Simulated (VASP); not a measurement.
# LaB6 (Pm-3m) in VASP: further runs

LaB6 is run at these levels: LDA; tasks: single point, relaxation of cell and atoms.

Program: VASP 6.6.1. These are calculated values, not measurements. Logs are shortened: lines on timing, memory, paths and dates and some standing lists are left out, and cuts for length are marked.

### Step 1. The cell of the first run

Symmetry: Pm-3m, No. 221, cubic system. The conventional cell has a = 4.099 Å, b = 4.099 Å, c = 4.099 Å, α = 90.00°, β = 90.00°, γ = 90.00°. Within 4.0 Å of La (site symmetry m-3m) lie 24 B at 3.01 Å. Within 2.2 Å of B (site symmetry 4mm) lie 5 B at 1.64 to 1.74 Å.

### Step 2. Single point, LDA

Contents of INCAR:

```
SYSTEM = LaB6
ALGO = Normal ; EDIFF = 1E-6
ENCUT = 520 ; ISIF = 2
ISMEAR = -1 ; LASPH = .TRUE.
LCHARG = .FALSE. ; LREAL = .FALSE.
LWAVE = .FALSE. ; NBANDS = 24
NELM = 60 ; PREC = Accurate
SIGMA = 0.15
```

Contents of KPOINTS:

```
k-points
0
G
  10 10 10
  0 0 0
```

Contents of POSCAR:

```
LaB6
1.0
    4.0990326679      0.0000000000      0.0000000000
    0.0000000000      4.0990326679      0.0000000000
    0.0000000000      0.0000000000      4.0990326679
La B
1 6
Direct
    0.0000000000      0.0000000000      0.0000000000
    0.1999366963      0.5000000000      0.5000000000
    0.5000000000      0.1999366963      0.5000000000
    0.8000633037      0.5000000000      0.5000000000
    0.5000000000      0.8000633037      0.5000000000
    0.5000000000      0.5000000000      0.1999366963
    0.5000000000      0.5000000000      0.8000633037
```

Potentials or basis: VASP PAW LDA potentials, release 64 (La, B).

Launch:

```
$ cat potpaw_LDA.64/La/POTCAR potpaw_LDA.64/B/POTCAR > POTCAR
$ mpirun -np 1 vasp_std > vasp.out
```

OUTCAR:

```text
SYSTEM = LaB6
   EDIFF = 1E-6
   ENCUT = 520
   ISIF = 2
   ISMEAR = -1
   LASPH = .TRUE.
   LREAL = .FALSE.
   NELM = 60
   PREC = Accurate

 ion  position               nearest neighbor table
   1  0.000  0.000  0.000-
   2  0.200  0.500  0.500-   4 1.64   3 1.74   5 1.74   6 1.74   7 1.74
   3  0.500  0.200  0.500-   5 1.64   4 1.74   2 1.74   6 1.74   7 1.74
   4  0.800  0.500  0.500-   2 1.64   3 1.74   5 1.74   6 1.74   7 1.74
   5  0.500  0.800  0.500-   3 1.64   2 1.74   4 1.74   6 1.74   7 1.74
   6  0.500  0.500  0.200-   7 1.64   3 1.74   4 1.74   5 1.74   2 1.74
   7  0.500  0.500  0.800-   6 1.64   3 1.74   4 1.74   5 1.74   2 1.74

  LATTYP: Found a simple cubic cell.
 ALAT       =     4.0990326679

  Lattice vectors:

 A1 = (   4.0990326679,   0.0000000000,   0.0000000000)
 A2 = (   0.0000000000,   4.0990326679,   0.0000000000)
 A3 = (   0.0000000000,   0.0000000000,   4.0990326679)

Analysis of symmetry for initial positions (statically):
=====================================================================
 Subroutine PRICEL returns:
 Original cell was already a primitive cell.

 Routine SETGRP: Setting up the symmetry group for a
 simple cubic supercell.

 Subroutine GETGRP returns: Found 48 space group operations
 (whereof 48 operations were pure point group operations)
 out of a pool of 48 trial point group operations.

The static configuration has the point symmetry O_h .

Analysis of symmetry for dynamics (positions and initial velocities):
=====================================================================
 Subroutine PRICEL returns:
 Original cell was already a primitive cell.

 Routine SETGRP: Setting up the symmetry group for a
 simple cubic supercell.

 Subroutine GETGRP returns: Found 48 space group operations
 (whereof 48 operations were pure point group operations)
 out of a pool of 48 trial point group operations.

The dynamic configuration has the point symmetry O_h .

 Subroutine INISYM returns: Found 48 space group operations
 (whereof 48 operations are pure point group operations),
 and found     1 'primitive' translations

----------------------------------------------------------------------------------------

                                     Primitive cell

  volume of cell :      68.8722

  direct lattice vectors                    reciprocal lattice vectors
     4.099032668  0.000000000  0.000000000     0.243959998  0.000000000  0.000000000
     0.000000000  4.099032668  0.000000000     0.000000000  0.243959998  0.000000000
     0.000000000  0.000000000  4.099032668     0.000000000  0.000000000  0.243959998

  length of vectors
     4.099032668  4.099032668  4.099032668     0.243959998  0.243959998  0.243959998

  position of ions in fractional coordinates (direct lattice)
     0.000000000  0.000000000  0.000000000
     0.199936696  0.500000000  0.500000000
     0.500000000  0.199936696  0.500000000
     0.800063304  0.500000000  0.500000000
     0.500000000  0.800063304  0.500000000
     0.500000000  0.500000000  0.199936696
     0.500000000  0.500000000  0.800063304

  ion indices of the primitive-cell ions
   primitive index   ion index
                 1           1
                 2           2
                 3           3
                 4           4
                 5           5
                 6           6
                 7           7

----------------------------------------------------------------------------------------

 KPOINTS: k-points

Automatic generation of k-mesh.
 Grid dimensions read from file:
 generate k-points for:   10   10   10

 Generating k-lattice:

  Cartesian coordinates                     Fractional coordinates (reciprocal lattice)
     0.024396000  0.000000000  0.000000000     0.100000000  0.000000000  0.000000000
     0.000000000  0.024396000  0.000000000     0.000000000  0.100000000  0.000000000
     0.000000000  0.000000000  0.024396000     0.000000000  0.000000000  0.100000000

  Length of vectors
     0.024396000  0.024396000  0.024396000

  Shift w.r.t. Gamma in fractional coordinates (k-lattice)
     0.000000000  0.000000000  0.000000000

 Subroutine IBZKPT returns following result:
 ===========================================

 Found     56 irreducible k-points:

 Following reciprocal coordinates:
            Coordinates               Weight
  0.000000  0.000000  0.000000      1.000000
  0.100000  0.000000  0.000000      6.000000
  0.200000  0.000000  0.000000      6.000000
  0.300000  0.000000  0.000000      6.000000
  0.400000  0.000000  0.000000      6.000000
  0.500000  0.000000  0.000000      3.000000
[... 16 lines left out ...]
  0.200000  0.100000  0.100000     24.000000
  0.300000  0.100000  0.100000     24.000000
 [... further k-points ...]
   k-points           NKPTS =     56   k-points in BZ     NKDIM =     56   number of bands    NBANDS=     24
   number of dos      NEDOS =    301   number of ions     NIONS =      7
   total plane-waves  NPLWV =  27000
   dimension x,y,z NGX =    30 NGY =   30 NGZ =   30
   dimension x,y,z NGXF=    60 NGYF=   60 NGZF=   60
   ions per type =               1   6
   NGX,Y,Z   is equivalent  to a cutoff of  12.17, 12.17, 12.17 a.u.
   NGXF,Y,Z  is equivalent  to a cutoff of  24.33, 24.33, 24.33 a.u.
 SYSTEM =  LaB6
   PREC   = accura    normal or accurate (medium, high low for compatibility)
   ISTART =      0    job   : 0-new  1-cont  2-samecut
   ICHARG =      2    charge: 1-file 2-atom 10-const
   ISPIN  =      1    spin polarized calculation?
   LNONCOLLINEAR =      F non collinear calculations
   LSORBIT =      F    spin-orbit coupling
   LASPH  =      T    aspherical Exc in radial PAW
   ENCUT  =  520.0 eV  38.22 Ry    6.18 a.u.   7.62  7.62  7.62*2*pi/ulx,y,z
   NELM   =     60;   NELMIN=  2; NELMDL= -5     # of ELM steps
   EDIFF  = 0.1E-05   stopping-criterion for ELM
   LREAL  =      F    real-space projection
   EDIFFG = 0.1E-04   stopping-criterion for IOM
   NSW    =      0    number of steps for IOM
   IBRION =     -1    ionic relax: 0-MD 1-quasi-New 2-CG
   NFREE  =      0    steps in history (QN), initial steepest desc. (CG)
   ISIF   =      2    stress and relaxation
   ISYM   =      2    0-nonsym 1-usesym 2-fastsym
   POTIM  = 0.5000    time-step for ionic-motion
   TEBEG  =    0.0;   TEEND  =   0.0 temperature during run
   PSTRESS=    0.0 pullay stress
   NELECT =      29.0000    total number of electrons
   NUPDOWN=      -1.0000    fix difference up-down
   EMIN   =  10.00;   EMAX   =-10.00  energy-range for DOS
   EFERMI =   0.00;   METHOD = LEGACY
   ISMEAR =    -1;   SIGMA  =   0.15  broadening in eV -4-tet -1-fermi 0-gaus
   EFERMI_NEDOS =   21; number of points for ismear=-14 and -15
   IALGO  =     38    algorithm
   IMIX   =      4    mixing-type and parameters
     AMIX     =   0.40;   BMIX     =  1.00
     AMIX_MAG =   1.60;   BMIX_MAG =  1.00
  volume/ion in A,a.u.               =       9.84        66.40
  Fermi-wavevector in a.u.,A,eV,Ry     =   1.227042  2.318773 20.485370  1.505632
  Thomas-Fermi vector in A             =   2.362020
   LORBIT       =      0    0 simple, 1 ext, 2 COOP (PROOUT), +10 PAW based schemes
   GGA     = CA    functional components
   LHFCALC =     F    Hartree Fock is set to
   AEXX    =    0.0000 exact exchange contribution
   IVDW    =     0    specifies the selected vdW correction
   LEPSILON=     F    determine dielectric tensor
   LRPA    =     F    only Hartree local field effects (RPA)
 non-spin polarized calculation
  energy-cutoff  :      520.00
  volume of cell :       68.87
 maximum number of plane-waves:      1868
   NGX = 15   NGY = 15   NGZ = 15

 number of electron      29.0000003 magnetization

 Free energy of the ion-electron system (eV)
  ---------------------------------------------------
  ext. energy  EPLUGINS =         0.00000000
  ---------------------------------------------------
  free energy    TOTEN  =       -54.41903509 eV

  energy without entropy =      -54.35209355  energy(sigma->0) =      -54.38556432

 E-fermi :   8.8580     XC(G=0): -11.5925

 val. band max:        8.7847149035   @ k =   0.2000   0.2000   0.0000
 cond. band min:       8.9135791579   @ k =   0.4000   0.3000   0.1000
 fundamental gap:      0.1288642544
 Fermi energy:         8.8579646425

 k-point     1 :       0.0000    0.0000    0.0000
  band No.  band energies     occupation
      1     -23.8446      2.00000
      2      -7.6565      2.00000
      3      -7.6565      2.00000
      4      -7.6565      2.00000
      5      -6.7239      2.00000
      6       0.8550      2.00000
[... 16 lines left out ...]
     23      10.9716      0.00000
     24      12.1751      0.00000

 k-point     2 :       0.1000    0.0000    0.0000
  band No.  band energies     occupation
      1     -23.8417      2.00000
      2      -7.8072      2.00000
      3      -7.6470      2.00000
      4      -7.6470      2.00000
      5      -6.5735      2.00000
      6       0.3269      2.00000
[... 16 lines left out ...]
     23      11.0701      0.00000
     24      12.1702      0.00000

 k-point     3 :       0.2000    0.0000    0.0000
  band No.  band energies     occupation
      1     -23.8340      2.00000
      2      -8.0950      2.00000
      3      -7.6220      2.00000
      4      -7.6220      2.00000
      5      -6.2785      2.00000
      6      -0.4482      2.00000
[... 16 lines left out ...]
     23      11.3711      0.00000
     24      11.8891      0.00000
[... 514 lines left out ...]
 k-point    23 :       0.2000    0.1000    0.1000
  band No.  band energies     occupation
      1     -23.8283      2.00000
      2      -8.0828      2.00000
      3      -7.7156      2.00000
      4      -7.6710      2.00000
      5      -6.1585      2.00000
      6      -0.4177      2.00000
[... 16 lines left out ...]
     23      11.3370      0.00000
     24      11.8605      0.00000

 k-point    24 :       0.3000    0.1000    0.1000
  band No.  band energies     occupation
      1     -23.8188      2.00000
      2      -8.3143      2.00000
      3      -7.6783      2.00000
      4      -7.6370      2.00000
      5      -5.9537      2.00000
      6      -0.9800      2.00000
[... 16 lines left out ...]
     23      11.4898      0.00000
     24      11.5772      0.00000

 [... further k-points ...]
[... 5 lines left out ...]
  --------------------------------------------------------------------------------------
  -------------------------------------------------------------------------------------
  Total        0.0674849      0.0674849      0.0674849     -0.0000000      0.0000000     -0.0000000
  in kB        1.5699041      1.5699041      1.5699041     -0.0000000      0.0000000     -0.0000000
  external PRESSURE =       1.5699041 kB  Pullay stress =       0.0000000 kB

 VOLUME and BASIS-vectors are now :
 -----------------------------------------------------------------------------
  energy-cutoff  :      520.00
  volume of cell :       68.87
      direct lattice vectors                 reciprocal lattice vectors
     4.099032668  0.000000000  0.000000000     0.243959998  0.000000000  0.000000000
     0.000000000  4.099032668  0.000000000     0.000000000  0.243959998  0.000000000
     0.000000000  0.000000000  4.099032668     0.000000000  0.000000000  0.243959998

 POSITION                                       TOTAL-FORCE (eV/Angst)
 -----------------------------------------------------------------------------------
      0.00000      0.00000      0.00000        -0.000000      0.000000      0.000000
      0.81955      2.04952      2.04952        -0.022163      0.000000     -0.000000
      2.04952      0.81955      2.04952        -0.000000     -0.022163      0.000000
      3.27949      2.04952      2.04952         0.022163     -0.000000      0.000000
      2.04952      3.27949      2.04952         0.000000      0.022163     -0.000000
      2.04952      2.04952      0.81955        -0.000000     -0.000000     -0.022163
      2.04952      2.04952      3.27949         0.000000      0.000000      0.022163
 -----------------------------------------------------------------------------------
    total drift:                                0.000000      0.000000     -0.000000

  FREE ENERGIE OF THE ION-ELECTRON SYSTEM (eV)
  ---------------------------------------------------
  free  energy   TOTEN  =       -54.4190350882 eV

  energy  without entropy=      -54.3520935518  energy(sigma->0) =      -54.38556432
```

It took 1.8 min on 1 thread of Oxide Virtual Turin-like, shared host; peak memory 0.19 GiB.

What came out:

```
Free energy   : -54.4190 eV
Pressure      : 0.2 GPa
Largest force : 0.022 eV/Å
```

Forces in eV/Å, atoms in the order of the input:
```
La   0.000  0.000  0.000
B   -0.022  0.000  0.000
B    0.000 -0.022  0.000
B    0.022  0.000  0.000
B    0.000  0.022  0.000
B    0.000  0.000 -0.022
B    0.000  0.000  0.022
```

Caveat: spin-orbit coupling is left out, which moves the levels of the heavy elements.

### Step 3. Relaxation of cell and atoms, LDA

Contents of INCAR:

```
PREC = Accurate
ENCUT = 600
EDIFF = 1E-6
ISMEAR = -1
SIGMA = 0.15
LREAL = F
LASPH = T
NELM = 100
ALGO = Normal
ISIF = 3
LWAVE = F
LCHARG = F
IBRION = 2
NSW = 80
EDIFFG = -0.001
```

Contents of KPOINTS:

```
Automatic mesh
0
Gamma
  10 10 10
```

Contents of POSCAR:

```
LaB6
1.0
    4.0983849580      0.0000000000      0.0000000000
    0.0000000000      4.0983849580      0.0000000000
    0.0000000000      0.0000000000      4.0983849580
La B
1 6
Direct
    0.0000000000      0.0000000000      0.0000000000
    0.1999022395      0.5000000000      0.5000000000
    0.5000000000      0.1999022395      0.5000000000
    0.8000977605      0.5000000000      0.5000000000
    0.5000000000      0.8000977605      0.5000000000
    0.5000000000      0.5000000000      0.1999022395
    0.5000000000      0.5000000000      0.8000977605
```

Potentials or basis: VASP PAW LDA potentials, release 64 (La, B).

Launch:

```
$ cat potpaw_LDA.64/La/POTCAR potpaw_LDA.64/B/POTCAR > POTCAR
$ mpirun -np 1 vasp_std > vasp.out
```

It took 4.3 min on 1 thread of Oxide Virtual Turin-like, shared host; peak memory 0.22 GiB.

The run converged. Its results:

```
Free energy                            : -54.4243 eV
Relaxed volume                         : 9.85 Å³/atom
Relaxed cell                           : a = 4.100 Å, b = 4.100 Å, c = 4.100 Å, α = 90.00°, β = 90.00°, γ = 90.00°
Space group after relaxing (to 0.05 Å) : Pm-3m (No. 221)
Energy gained by relaxing              : 0.0 meV/atom
Ionic steps                            : 5
Pressure after relaxing                : 0.0 GPa
```

Final structure:
```cif
data_structure
_symmetry_space_group_name_H-M 'P 1'
_symmetry_Int_Tables_number 1
_cell_length_a 4.0999
_cell_length_b 4.0999
_cell_length_c 4.0999
_cell_angle_alpha 90.000
_cell_angle_beta 90.000
_cell_angle_gamma 90.000
_cell_volume 68.92
loop_
_atom_site_label
_atom_site_type_symbol
_atom_site_fract_x
_atom_site_fract_y
_atom_site_fract_z
_atom_site_occupancy
La1 La 0.00000 0.00000 0.00000 1
B1 B 0.19986 0.50000 0.50000 1
B2 B 0.50000 0.19986 0.50000 1
B3 B 0.80014 0.50000 0.50000 1
B4 B 0.50000 0.80014 0.50000 1
B5 B 0.50000 0.50000 0.19986 1
B6 B 0.50000 0.50000 0.80014 1
```

Levels at points of the mesh, in eV from the Fermi level:
```tsv
k point	band 10	band 11	band 12	band 13	band 14	band 15	band 16	band 17	band 18
(0.00, 0.00, 0.00)	-6.86	-6.86	-1.85	-1.85	-1.85	0.24	0.24	0.24	1.65
(0.50, 0.00, 0.00)	-6.29	-3.44	-3.44	-3.16	-2.54	-1.46	1.53	1.74	1.74
(0.50, 0.50, 0.00)	-6.25	-4.51	-4.51	-2.86	-2.86	1.09	1.09	2.04	2.07
(0.50, 0.50, 0.50)	-4.65	-4.65	-2.36	-2.36	-2.36	1.53	1.84	1.84	1.84
```

Caveat: spin-orbit coupling is left out, which moves the levels of the heavy elements.
